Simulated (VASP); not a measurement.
Input of a VASP 6.6.1 run:

Contents of POSCAR:

```
LiNbO3
1.0
    3.4110247460      0.0000000000      0.0000000000
    0.0000000000      3.4110247460      0.0000000000
    0.0000000000      0.0000000000      3.4110247460
Li Nb O
1 1 3
Direct
    0.5000000000      0.5000000000      0.5000000000
    0.0000000000      0.0000000000      0.0000000000
    0.0000000000      0.5000000000      0.5000000000
    0.5000000000      0.0000000000      0.5000000000
    0.5000000000      0.5000000000      0.0000000000
```

INCAR.step1

```
SYSTEM = LiNbO3
PREC     = Accurate       ! precision mode
ENCUT    = 1480           ! plane-wave cutoff, eV
ISMEAR   = 0              ! smearing method
SIGMA    = 0.1            ! smearing width, eV
LREAL    = .False.        ! projectors in reciprocal space
LASPH    = .True.         ! aspherical terms in the spheres
NELM     = 120            ! most SCF steps
NBANDS   = 25             ! bands
GGA      = PE             ! functional
ALGO     = Normal         ! electronic algorithm
EDIFF    = 1E-5           ! SCF threshold, eV
LWAVE    = .True.         ! write WAVECAR
LCHARG   = .False.        ! write CHGCAR
GGA_COMPAT= .False.
```

File INCAR.step2:

```
SYSTEM = LiNbO3
PREC     = Accurate       ! precision mode
ENCUT    = 1480           ! plane-wave cutoff, eV
EDIFF    = 1E-6           ! SCF threshold, eV
ISMEAR   = 0              ! smearing method
SIGMA    = 0.1            ! smearing width, eV
LREAL    = .False.        ! projectors in reciprocal space
LASPH    = .True.         ! aspherical terms in the spheres
NELM     = 120            ! most SCF steps
ALGO     = Normal         ! electronic algorithm
ISIF     = 2              ! what is computed and relaxed
LWAVE    = .False.        ! write WAVECAR
LCHARG   = .False.        ! write CHGCAR
METAGGA  = R2SCAN         ! meta-GGA
LMIXTAU  = .True.       
NBANDS   = 25             ! bands
ISTART   = 1            
GGA_COMPAT= .False.
```

KPOINTS

```
regular mesh
0
Gamma
  8 8 8
  0 0 0
```

Potentials or basis: VASP PAW PBE potentials, release 64 (Li_sv, Nb_sv, O_h).

Run with:

```console
$ cat potpaw_PBE.64/Li_sv/POTCAR potpaw_PBE.64/Nb_sv/POTCAR potpaw_PBE.64/O_h/POTCAR > POTCAR
$ cp INCAR.step1 INCAR
$ mpirun -np 1 vasp_std > vasp.out
$ cp INCAR.step2 INCAR
$ mpirun -np 1 vasp_std > vasp.out
```

(1) Estimate the band gap on the k mesh.

(2) Predict the pressure.

## Answers

(1) zero (bands 17 and 18 overlap by 0.42 eV).

(2) 1.7 GPa.

Caveat: the PAW data sets were made with another functional, which shifts forces and pressure a little.
